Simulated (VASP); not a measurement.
# Mg (I4/mmm) in VASP: notebook

The runs below take Mg through single point, with PBE.

All numbers are computed with VASP 6.6.1; they aren't measurements. Logs are shortened: lines on timing, memory, paths and dates and some standing lists are left out, and cuts for length are marked.

**1. The cell of the first run**

It takes space group I4/mmm (No. 139, tetragonal). The conventional cell has a = 3.901 Å, b = 3.901 Å, c = 3.020 Å, α = 90.00°, β = 90.00°, γ = 90.00°. Within 4.0 Å of Mg (site symmetry 4/mmm) lie 14 Mg at 3.02 to 3.90 Å.

**2. Single point, PBE (volume 22.977 Å^3 an atom, c/a of the conventional cell 0.7743)**

Input file INCAR:

```
PREC = Accurate
ENCUT = 520
EDIFF = 1E-6
ISMEAR = 0
SIGMA = 0.15
LREAL = False
LASPH = True
NELM = 60
ALGO = Normal
ISIF = 2
LWAVE = False
LCHARG = False
GGA = PE
NBANDS = 7
```

Input file KPOINTS:

```
Automatic mesh
0
Gamma
  20 20 20
```

Input file POSCAR:

```
Mg
1.0
   -1.9503172192      1.9503172192      1.5101306229
    1.9503172192     -1.9503172192      1.5101306229
    1.9503172192      1.9503172192     -1.5101306229
Mg
1
Direct
    0.0000000000      0.0000000000      0.0000000000
```

Potentials or basis: VASP PAW PBE potentials, release 64 (Mg).

Launch:

```sh
$ cat potpaw_PBE.64/Mg/POTCAR > POTCAR
$ mpirun -np 1 vasp_std > vasp.out
```

OUTCAR:

```text
PREC = Accurate
   ENCUT = 520
   EDIFF = 1E-6
   ISMEAR = 0
   LREAL = False
   LASPH = True
   NELM = 60
   ISIF = 2
   GGA = PE

 ion  position               nearest neighbor table
   1  0.000  0.000  0.000-

  LATTYP: Found a body centered tetragonal cell.
 ALAT       =     3.9006344384
 C/A-ratio  =     0.7743000000

  Lattice vectors:

 A1 = (  -1.9503172192,   1.9503172192,   1.5101306229)
 A2 = (   1.9503172192,  -1.9503172192,   1.5101306229)
 A3 = (   1.9503172192,   1.9503172192,  -1.5101306229)

Analysis of symmetry for initial positions (statically):
=====================================================================
 Subroutine PRICEL returns:
 Original cell was already a primitive cell.

 Routine SETGRP: Setting up the symmetry group for a
 body centered tetragonal supercell.

 Subroutine GETGRP returns: Found 16 space group operations
 (whereof 16 operations were pure point group operations)
 out of a pool of 16 trial point group operations.

The static configuration has the point symmetry D_4h.

Analysis of symmetry for dynamics (positions and initial velocities):
=====================================================================
 Subroutine PRICEL returns:
 Original cell was already a primitive cell.

 Routine SETGRP: Setting up the symmetry group for a
 body centered tetragonal supercell.

 Subroutine GETGRP returns: Found 16 space group operations
 (whereof 16 operations were pure point group operations)
 out of a pool of 16 trial point group operations.

The dynamic configuration has the point symmetry D_4h.

 Subroutine INISYM returns: Found 16 space group operations
 (whereof 16 operations are pure point group operations),
 and found     1 'primitive' translations

----------------------------------------------------------------------------------------

                                     Primitive cell

  volume of cell :      22.9766

  direct lattice vectors                    reciprocal lattice vectors
    -1.950317219  1.950317219  1.510130623     0.000000000  0.256368551  0.331097186
     1.950317219 -1.950317219  1.510130623     0.256368551  0.000000000  0.331097186
     1.950317219  1.950317219 -1.510130623     0.256368551  0.256368551  0.000000000

  length of vectors
     3.144514113  3.144514113  3.144514113     0.418748350  0.418748350  0.362559882

  position of ions in fractional coordinates (direct lattice)
     0.000000000  0.000000000  0.000000000

  ion indices of the primitive-cell ions
   primitive index   ion index
                 1           1

----------------------------------------------------------------------------------------

 KPOINTS: Automatic mesh

Automatic generation of k-mesh.
 Grid dimensions read from file:
 generate k-points for:   20   20   20

 Generating k-lattice:

  Cartesian coordinates                     Fractional coordinates (reciprocal lattice)
     0.000000000  0.012818428  0.016554859     0.050000000  0.000000000 -0.000000000
     0.012818428  0.000000000  0.016554859     0.000000000  0.050000000 -0.000000000
     0.012818428  0.012818428  0.000000000     0.000000000  0.000000000  0.050000000

  Length of vectors
     0.020937418  0.020937418  0.018127994

  Shift w.r.t. Gamma in fractional coordinates (k-lattice)
     0.000000000  0.000000000  0.000000000

 Subroutine IBZKPT returns following result:
 ===========================================

 Found    641 irreducible k-points:

 Following reciprocal coordinates:
            Coordinates               Weight
  0.000000  0.000000  0.000000      1.000000
  0.050000 -0.000000  0.000000      8.000000
  0.100000 -0.000000  0.000000      8.000000
  0.150000 -0.000000  0.000000      8.000000
  0.200000 -0.000000  0.000000      8.000000
  0.250000  0.000000  0.000000      8.000000
[... 16 lines left out ...]
 -0.400000  0.050000  0.000000     16.000000
 -0.350000  0.050000 -0.000000     16.000000
 [... further k-points ...]
   k-points           NKPTS =    641   k-points in BZ     NKDIM =    641   number of bands    NBANDS=      7
   number of dos      NEDOS =    301   number of ions     NIONS =      1
   total plane-waves  NPLWV =  13824
   dimension x,y,z NGX =    24 NGY =   24 NGZ =   24
   dimension x,y,z NGXF=    48 NGYF=   48 NGZF=   48
   ions per type =               1
   NGX,Y,Z   is equivalent  to a cutoff of  12.69, 12.69, 12.69 a.u.
   NGXF,Y,Z  is equivalent  to a cutoff of  25.38, 25.38, 25.38 a.u.
 SYSTEM =  unknown system
   PREC   = accura    normal or accurate (medium, high low for compatibility)
   ISTART =      0    job   : 0-new  1-cont  2-samecut
   ICHARG =      2    charge: 1-file 2-atom 10-const
   ISPIN  =      1    spin polarized calculation?
   LNONCOLLINEAR =      F non collinear calculations
   LSORBIT =      F    spin-orbit coupling
   LASPH  =      T    aspherical Exc in radial PAW
   ENCUT  =  520.0 eV  38.22 Ry    6.18 a.u.   5.85  5.85  5.85*2*pi/ulx,y,z
   NELM   =     60;   NELMIN=  2; NELMDL= -5     # of ELM steps
   EDIFF  = 0.1E-05   stopping-criterion for ELM
   LREAL  =      F    real-space projection
   EDIFFG = 0.1E-04   stopping-criterion for IOM
   NSW    =      0    number of steps for IOM
   IBRION =     -1    ionic relax: 0-MD 1-quasi-New 2-CG
   NFREE  =      0    steps in history (QN), initial steepest desc. (CG)
   ISIF   =      2    stress and relaxation
   ISYM   =      2    0-nonsym 1-usesym 2-fastsym
   POTIM  = 0.5000    time-step for ionic-motion
   TEBEG  =    0.0;   TEEND  =   0.0 temperature during run
   PSTRESS=    0.0 pullay stress
   NELECT =       2.0000    total number of electrons
   NUPDOWN=      -1.0000    fix difference up-down
   EMIN   =  10.00;   EMAX   =-10.00  energy-range for DOS
   EFERMI =   0.00;   METHOD = LEGACY
   ISMEAR =     0;   SIGMA  =   0.15  broadening in eV -4-tet -1-fermi 0-gaus
   EFERMI_NEDOS =   21; number of points for ismear=-14 and -15
   IALGO  =     38    algorithm
   IMIX   =      4    mixing-type and parameters
     AMIX     =   0.40;   BMIX     =  1.00
     AMIX_MAG =   1.60;   BMIX_MAG =  1.00
  volume/ion in A,a.u.               =      22.98       155.05
  Fermi-wavevector in a.u.,A,eV,Ry     =   0.725532  1.371056  7.162059  0.526396
  Thomas-Fermi vector in A             =   1.816277
   LORBIT       =      0    0 simple, 1 ext, 2 COOP (PROOUT), +10 PAW based schemes
   GGA     = PE    functional components
   LHFCALC =     F    Hartree Fock is set to
   AEXX    =    0.0000 exact exchange contribution
   IVDW    =     0    specifies the selected vdW correction
   LEPSILON=     F    determine dielectric tensor
   LRPA    =     F    only Hartree local field effects (RPA)
 non-spin polarized calculation
 Gauss-broadening in eV      SIGMA  =   0.15
  energy-cutoff  :      520.00
  volume of cell :       22.98
 maximum number of plane-waves:       648
   NGX = 11   NGY = 11   NGZ = 11

 number of electron       2.0000000 magnetization

 Free energy of the ion-electron system (eV)
  ---------------------------------------------------
  ext. energy  EPLUGINS =         0.00000000
  ---------------------------------------------------
  free energy    TOTEN  =        -1.44663051 eV

  energy without entropy =       -1.44245703  energy(sigma->0) =       -1.44454377

 E-fermi :   2.5886     XC(G=0):  -8.4808

 val. band max:        2.5834436811   @ k =  -0.2000  -0.4500   0.2000
 cond. band min:       2.5964414345   @ k =   0.3000   0.2000   0.1500
 fundamental gap:      0.0129977535
 Fermi energy:         2.5886178199

 k-point     1 :       0.0000    0.0000    0.0000
  band No.  band energies     occupation
      1      -4.3033      2.00000
      2      12.6101      0.00000
      3      14.6047      0.00000
      4      14.6047      0.00000
      5      14.9535      0.00000
      6      18.3148      0.00000
      7      18.3148      0.00000

 k-point     2 :       0.0500   -0.0000    0.0000
  band No.  band energies     occupation
      1      -4.2372      2.00000
      2      12.3294      0.00000
      3      13.9915      0.00000
      4      15.0029      0.00000
      5      15.5408      0.00000
      6      17.4991      0.00000
      7      17.7094      0.00000

 k-point     3 :       0.1000   -0.0000    0.0000
  band No.  band energies     occupation
      1      -4.0390      2.00000
      2      11.8015      0.00000
      3      13.2458      0.00000
      4      15.5298      0.00000
      5      15.8826      0.00000
      6      16.5680      0.00000
      7      16.6151      0.00000

 k-point     4 :       0.1500   -0.0000    0.0000
  band No.  band energies     occupation
      1      -3.7098      2.00000
      2      11.2837      0.00000
      3      12.4116      0.00000
      4      14.0532      0.00000
      5      15.5040      0.00000
      6      16.7351      0.00000
      7      16.9865      0.00000

 k-point     5 :       0.2000   -0.0000    0.0000
  band No.  band energies     occupation
      1      -3.2508      2.00000
      2      10.8441      0.00000
      3      11.1885      0.00000
      4      12.9374      0.00000
      5      14.4755      0.00000
      6      16.3605      0.00000
      7      18.2418      0.00000
[... 161 lines left out ...]
 k-point    22 :      -0.4500    0.0500    0.0000
  band No.  band energies     occupation
      1       0.2487      2.00000
      2       4.3841      0.00000
      3       9.2546      0.00000
      4      11.4519      0.00000
      5      11.8372      0.00000
      6      14.4831      0.00000
      7      20.4303      0.00000

 k-point    23 :      -0.4000    0.0500    0.0000
  band No.  band energies     occupation
      1      -0.7380      2.00000
      2       5.8275      0.00000
      3       9.2465      0.00000
      4      11.6396      0.00000
      5      12.1908      0.00000
      6      14.9540      0.00000
      7      20.4551      0.00000

 k-point    24 :      -0.3500    0.0500   -0.0000
  band No.  band energies     occupation
      1      -1.6147      2.00000
      2       7.3560      0.00000
      3       9.3625      0.00000
      4      11.8133      0.00000
      5      12.7957      0.00000
      6      15.5392      0.00000
      7      20.2400      0.00000

 [... further k-points ...]

------------------------ aborting loop because EDIFF is reached ----------------------------------------

  FORCE on cell =-STRESS in cart. coord.  units (eV):
  Direction    XX          YY          ZZ          XY          YZ          ZX
  --------------------------------------------------------------------------------------
  -------------------------------------------------------------------------------------
  Total       -0.1174327     -0.1174327      0.6754385      0.0000000      0.0000000      0.0000000
  in kB       -8.1886928     -8.1886928     47.0989696      0.0000000      0.0000000      0.0000000
  external PRESSURE =      10.2405280 kB  Pullay stress =       0.0000000 kB

 VOLUME and BASIS-vectors are now :
 -----------------------------------------------------------------------------
  energy-cutoff  :      520.00
  volume of cell :       22.98
      direct lattice vectors                 reciprocal lattice vectors
    -1.950317219  1.950317219  1.510130623     0.000000000  0.256368551  0.331097186
     1.950317219 -1.950317219  1.510130623     0.256368551  0.000000000  0.331097186
     1.950317219  1.950317219 -1.510130623     0.256368551  0.256368551  0.000000000

 POSITION                                       TOTAL-FORCE (eV/Angst)
 -----------------------------------------------------------------------------------
      0.00000      0.00000      0.00000         0.000000     -0.000000      0.000000
 -----------------------------------------------------------------------------------
    total drift:                                0.000000      0.000000      0.000000

  FREE ENERGIE OF THE ION-ELECTRON SYSTEM (eV)
  ---------------------------------------------------
  free  energy   TOTEN  =        -1.4466305096 eV

  energy  without entropy=       -1.4424570292  energy(sigma->0) =       -1.44454377
```

Wall time 21 s (1 thread of Intel Xeon 6975P-C (Granite Rapids), shared host); peak memory 0.22 GiB.

Results:

* Free energy: -1.4466 eV
* Pressure: 1.0 GPa
* Band gap on the k mesh: zero (band 1 reaches 5.11 eV, above the bottom of band 2 at 0.57 eV)

Stress tensor (GPa, compression positive):
```
-0.82  0.00  0.00
 0.00 -0.82  0.00
 0.00  0.00  4.71
```

Levels at points of the mesh, in eV from the Fermi level:
```csv
k point,band 1,band 2,band 3,band 4,band 5,band 6
"(0.00, 0.00, 0.00)",-6.89,10.02,12.02,12.02,12.36,15.73
"(0.50, 0.00, 0.00)",-0.89,-0.01,7.55,8.43,8.96,10.99
"(0.50, 0.50, 0.00)",-2.07,-2.02,12.51,12.58,13.10,14.27
"(0.50, 0.50, 0.50)",2.12,2.12,2.97,3.29,8.69,10.13
```

**3. Single point, PBE (volume 22.977 Å^3 an atom, c/a of the conventional cell 0.8741)**

INCAR, as its differences from that of step 2:

```diff
@@ -11,4 +11,6 @@
 LWAVE = False
-LCHARG = False
+LCHARG = True
 GGA = PE
+LELF = True
+LVHAR = True
 NBANDS = 7
```

Input file KPOINTS:

```
regular mesh
0
Gamma
  20 20 20
```

Input file POSCAR:

```
Mg
1.0
   -1.8730727032      1.8730727032      1.6372528499
    1.8730727032     -1.8730727032      1.6372528499
    1.8730727032      1.8730727032     -1.6372528499
Mg
1
Direct
    0.0000000000      0.0000000000      0.0000000000
```

Potentials or basis: VASP PAW PBE potentials, release 64 (Mg).

Launch:

```sh
$ cat potpaw_PBE.64/Mg/POTCAR > POTCAR
$ mpirun -np 1 vasp_std > vasp.out
```

Wall time 22 s (1 thread of Intel Xeon 6975P-C (Granite Rapids), shared host); peak memory 0.22 GiB.

It converged, with:

```yaml
Free_energy: -1.4778 eV
Pressure: 0.1 GPa
Band_gap_on_the_k_mesh: zero (band 1 reaches 5.63 eV, above the bottom of band 2 at 1.11 eV)
```

Stress tensor (GPa, compression positive):
```
-0.25  0.00  0.00
 0.00 -0.25  0.00
 0.00  0.00  0.66
```

Levels at points of the mesh, in eV from the Fermi level:
| k point | band 1 | band 2 | band 3 | band 4 | band 5 | band 6 |
| --- | --- | --- | --- | --- | --- | --- |
| (0.00, 0.00, 0.00) | -6.93 | 11.34 | 13.57 | 13.60 | 13.60 | 14.17 |
| (0.50, 0.00, 0.00) | -1.23 | -0.52 | 7.95 | 8.72 | 9.44 | 11.16 |
| (0.50, 0.50, 0.00) | -1.84 | -1.53 | 10.42 | 11.05 | 12.11 | 12.19 |
| (0.50, 0.50, 0.50) | 2.88 | 2.88 | 3.40 | 4.00 | 6.16 | 8.32 |

(Part 1 of 2 ends here.)
